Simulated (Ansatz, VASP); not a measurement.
# Sc in VASP and in Ansatz

Contents of INCAR:

```
PREC = Accurate
ENCUT = 520
EDIFF = 1E-6
ISMEAR = -1
SIGMA = 0.05
LREAL = F
LASPH = T
NELM = 80
ALGO = Fast
ISIF = 2
LWAVE = F
LCHARG = F
GGA = PE
NBANDS = 30
```

File KPOINTS:

```
regular mesh
0
Gamma
  7 7 7
```

The input POSCAR:

```
Sc
1.0
   -3.0462773045      3.0462773045      2.6696681329
    3.0462773045     -3.0462773045      2.6696681329
    3.0462773045      3.0462773045     -2.6696681329
Sc
4
Direct
    0.8362695100      0.6637304900      0.5000000000
    0.3362695100      0.8362695100      0.1725390200
    0.6637304900      0.1637304900      0.8274609800
    0.1637304900      0.3362695100      0.5000000000
```

input.yaml

```yaml
crystal:
  lattice:
    - [-3.0462773045, 3.0462773045, 2.6696681329]
    - [3.0462773045, -3.0462773045, 2.6696681329]
    - [3.0462773045, 3.0462773045, -2.6696681329]
  atoms:
    - { symbol: Sc, position: [0.83626951, 0.66373049, 0.5] }
    - { symbol: Sc, position: [0.33626951, 0.83626951, 0.17253902] }
    - { symbol: Sc, position: [0.66373049, 0.16373049, 0.82746098] }
    - { symbol: Sc, position: [0.16373049, 0.33626951, 0.5] }
hamiltonian:
  xc: pbe
  pseudopotentials: { kind: paw }
kpoints:
  mp_grid: { grid: [7, 7, 7] }
scf:
  occupations: { method: fermi_dirac, width: 0.05 }
output:
  forces: true
  stress: true
  eigenvalues: true
```

Alike in both runs: task single point; functional PBE; k mesh 7 × 7 × 7; occupations fermi-dirac, width 0.05 eV; no spin polarisation.

```csv
,VASP,Ansatz
version,VASP 6.6.1,Ansatz 0.2.0
potentials or method,"VASP PAW PBE potentials, release 64 (Sc_sv)",Ansatz PAW
plane-wave cutoff (eV),520,420
valence electrons in the cell,44,44
```

VASP gave:

```
gap on the k mesh at the Fermi level (eV) : none
pressure (GPa)                            : 2.3
rms of the force components (eV/Å)        : 0.059
```

Question: Estimate Ansatz's values.

Answer: gap on the k mesh at the Fermi level (eV): none; pressure (GPa): 2.2; rms of the force components (eV/Å): 0.056.

Atom by atom the forces differ by 0.004 eV/Å (rms over components). A gap of «none» marks a metal or a gap that the smearing closes. With one functional, cell and mesh, what is left measures potentials, basis and numerics.
